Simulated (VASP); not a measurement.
Runs of VASP 6.6.1 on SnGe2. The structure is that of space group P-3m1 (No. 164), or close to it. The cells are those of the table. 

```csv
task,cell,k mesh,cutoff (eV),smearing,gap on the mesh (eV),pressure (GPa),largest force (eV/Å)
single point,"a = 4.335, b = 4.335, c = 10.637 Å, angles 90.0, 90.0, 120.0°, 6 atoms",12 × 12 × 4,520,gaussian 0.1 eV,none,-1.4,0.01
relaxation of cell and atoms,"relaxed from a = 4.893, b = 4.893, c = 6.140 Å, angles 90.0, 90.0, 120.0°, 6 atoms",4 × 4 × 3,600,gaussian 0.2 eV,none,0.1,0.06
single point,"a = 4.249, b = 4.249, c = 10.428 Å, angles 90.0, 90.0, 120.0°, 6 atoms",12 × 12 × 4,520,gaussian 0.1 eV,none,(a),0.01
single point,"a = 4.292, b = 4.292, c = 10.534 Å, angles 90.0, 90.0, 120.0°, 6 atoms",12 × 12 × 4,520,gaussian 0.1 eV,none,0.0,-
```

Alike in all rows: level PBE; potentials or basis VASP PAW PBE potentials, release 64 (Sn_d, Ge_d); no spin polarisation.

Q: Estimate the missing entries.

A: (a) 1.5.

Caveats: some runs use coarse meshes; spin-orbit coupling is left out, which moves the levels of the heavy elements; the relaxation stopped at a loose force limit of 0.08 eV/Å, so its end isn't a converged minimum (some runs).

A k mesh can miss the band edges, and the runs leave out spin-orbit coupling on Ge, Sn.

A gap of «none» marks levels without a gap at the run's occupations.
